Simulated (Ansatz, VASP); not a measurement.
# CoO: VASP beside Ansatz

```
Co O
1.0
     2.92978    0.00000    0.00000
    -1.46489    2.53727    0.00000
     0.00000    0.00000    5.22754
Co O
2 2
Direct
  0.00000 0.00000 0.00000
  0.00000 0.00000 0.50000
  0.33333 0.66667 0.25000
  0.66667 0.33333 0.75000
```

Alike in both runs: task single point; functional r2SCAN; k mesh 18 × 18 × 8; occupations gaussian, width 0.1 eV; no spin polarisation.

|  | VASP | Ansatz |
| --- | --- | --- |
| version | VASP 6.6.1 | Ansatz 0.2.0 |
| potentials or method | VASP PAW PBE potentials, release 64 (Co, O), cutoff 520 eV | scalar-relativistic, plane waves, PAW |
| valence electrons in the cell | 30 | 46 |

VASP gave:

```
gap on the k mesh at the Fermi level (eV)                     : none
pressure (GPa)                                                : -26.3
traceless stress, the component that is largest in VASP (GPa) : -3.82
```

Q: Which values does Ansatz return?

A: gap on the k mesh at the Fermi level (eV): none; pressure (GPa): -26.7; traceless stress, the component that is largest in VASP (GPa): -3.87.

VASP's potentials were made for PBE, not for r2SCAN. A gap of «none» marks a metal or a gap that the smearing closes. With one functional, cell and mesh, what is left measures potentials, basis and numerics. VASP's potentials hold 30 valence electrons a cell and Ansatz's 46, so a difference there can come from the potentials and not from the codes.
